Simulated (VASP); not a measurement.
## C: single point with LDA

Crystal: C.

```xyz
2
Lattice="0.0000 2.1167 3.3597 1.2044 0.0000 3.3597 1.2044 2.1167 0.0000" Properties=species:S:1:pos:R:3 pbc="T T T"
C     1.2044    0.7057    3.3597
C     1.2044    3.5276    3.3597
```

This cell differs from its parent crystal: strain -0.0150 x Voigt [1, 0, 0, 0, 0, 0].

| Item | Value |
| --- | --- |
| Program | VASP 6.6.1 |
| Task | single point |
| Functional | LDA |
| Potentials or basis | VASP PAW LDA potentials, release 64 (C) |
| Cutoff | 520 eV |
| k mesh | 16 × 16 × 16 |
| Occupations | gaussian, width 0.03 eV |
| Spin | no spin polarisation |
| Dipole correction | no |
| Further INCAR settings | ALGO = Normal; EDIFF = 1e-06; NBANDS = 11 |

```
Pressure               : 7.6 GPa
Largest force          : 0.253 eV/Å
Band gap on the k mesh : 0.11 eV, direct
```

Forces in eV/Å, atoms in the order of the input:
```
C    0.000 -0.253  0.000
C    0.000  0.253  0.000
```

Stress tensor (GPa, compression positive):
```
18.95  0.00  0.00
 0.00  3.91  0.00
 0.00  0.00  0.04
```

Levels at points of the mesh, in eV from the valence-band top:
```tsv
k point	band 2	band 3	band 4	band 5	band 6	band 7
(0.00, 0.00, 0.00)	-6.70	-2.83	-2.75	3.86	8.58	9.03
(0.50, 0.00, 0.00)	-13.26	-6.40	-2.20	1.78	7.96	12.54
(0.50, 0.50, 0.00)	-8.71	-2.82	-2.78	8.63	8.93	10.11
(0.50, 0.00, 0.50)	-13.31	-6.13	-1.63	2.74	8.71	10.98
(0.00, 0.50, 0.50)	-13.13	-6.18	-3.08	1.03	8.30	13.94
```

It took 78 s on 1 thread of Intel Xeon 6975P-C (shared host), peak memory 0.2 GiB.

Caveat: the cell differs from its parent crystal (strain -0.0150 x Voigt [1, 0, 0, 0, 0, 0]). A k mesh can miss the band edges.
